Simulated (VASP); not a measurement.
Here is a VASP 6.6.1 calculation.

Contents of INCAR:

```
  PREC = Accurate
  ENCUT = 520
  EDIFF = 1E-6
  ISMEAR = -1
  SIGMA = 0.1
  LREAL = False
  LASPH = True
  NELM = 80
  ALGO = Normal
  ISIF = 2
  LWAVE = False
  LCHARG = True
  LELF = True
  LVHAR = True
  NBANDS = 19
```

The input KPOINTS:

```
Automatic mesh
0
Gamma
  9 9 5
```

POSCAR

```
Zr
1.0
    3.1439658570      0.0000000000      0.0000000000
   -1.5719829285      2.7227543008      0.0000000000
    0.0000000000      0.0000000000      5.0894642375
Zr
2
Direct
    0.3333333333      0.6666666667      0.2500000000
    0.6666666667      0.3333333333      0.7500000000
```

Potentials or basis: VASP PAW LDA potentials, release 64 (Zr_sv).

The run is started by

```bash
$ cat potpaw_LDA.64/Zr_sv/POTCAR > POTCAR
$ mpirun -np 1 vasp_std > vasp.out
```

Question: Predict the pressure.

Answer: 0.1 GPa.

Question: Predict the band gap on the k mesh.

Answer: Zero (band 12 reaches 10.42 eV, above the bottom of band 13 at 9.33 eV).

Stress tensor (GPa, compression positive):
```
0.04 0.00 0.00
0.00 0.04 0.00
0.00 0.00 0.28
```
